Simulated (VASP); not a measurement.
A run of VASP 6.6.1 is set up as follows.

File INCAR:

```
SYSTEM = InAsS4
PREC = Accurate
ENCUT = 520
EDIFF = 1E-6
ISMEAR = 0
SIGMA = 0.1
LREAL = .False.
LASPH = .True.
NELM = 100
ALGO = Normal
ISIF = 2
LWAVE = .False.
LCHARG = .False.
GGA = PE
NBANDS = 30
```

Contents of KPOINTS:

```
Automatic mesh
0
Gamma
  3 3 4
  0 0 0
```

POSCAR

```
InAsS4
1.0
    5.9154507400      0.0000000000      0.0000000000
   -2.9577253700      5.1229306200      0.0000000000
    0.0000000000      0.0000000000      4.7977150200
In As S
1 1 4
Direct
    0.0000000000      0.0000000000      0.0000000000
    0.3333333300      0.6666666700      0.0000000000
    0.6666666700      0.3333333300      0.0000000000
    0.0038460000      0.5019230000      0.5000000000
    0.4980770000      0.5019230000      0.5000000000
    0.4980770000      0.9961540000      0.5000000000
```

Potentials or basis: VASP PAW PBE potentials, release 64 (In_d, As, S).

Command:

```bash
$ cat potpaw_PBE.64/In_d/POTCAR potpaw_PBE.64/As/POTCAR potpaw_PBE.64/S/POTCAR > POTCAR
$ mpirun -np 1 vasp_std > vasp.out
```

What does it give for the largest force?

0.119 eV/Å.

What does it give for the band gap on the k mesh?

Zero (bands 21 and 22 overlap by 1.40 eV).

Stress tensor (GPa, compression positive):
```
 -5.00   0.00   0.00
  0.00  -5.00   0.00
  0.00   0.00 -12.28
```

Caveat: the k points lie up to 0.41 Å⁻¹ apart, too coarse for converged energies and pressures of a metal; spin-orbit coupling is left out, which moves the levels of the heavy elements.
